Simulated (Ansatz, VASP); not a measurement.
One calculation of Mo4C, two programs

```
CELL_PARAMETERS angstrom
3.11118 0.00000 0.00000
0.00000 3.11118 0.00000
0.00000 0.00000 21.50982
ATOMIC_POSITIONS crystal
Mo 0.50000 0.50000 0.18596
Mo 0.00000 0.00000 0.25828
Mo 0.50000 0.50000 0.33251
Mo 0.00000 0.00000 0.39562
C 0.37500 0.37500 0.48721
```

Alike in both runs: task single point; functional LDA; k mesh 9 × 9 × 1; occupations gaussian, width 0.1 eV; no spin polarisation.

|  | VASP | Ansatz |
| --- | --- | --- |
| version | VASP 6.6.1 | Ansatz 0.2.0 |
| potentials or method | VASP PAW LDA potentials, release 64 (Mo_sv, C), cutoff 520 eV | scalar-relativistic, plane waves, PAW |
| valence electrons in the cell | 60 | 60 |

```tsv
	VASP	Ansatz	Ansatz less VASP
gap on the k mesh at the Fermi level (eV)	none	none	-
rms of the force components (eV/Å)	1.539	1.531	-0.0079
```

LDA's correlation is that of Perdew and Zunger in VASP and of Perdew and Wang (1992) in Ansatz. Atom by atom the forces differ by 0.028 eV/Å (rms over components). A gap of «none» marks a metal or a gap that the smearing closes.
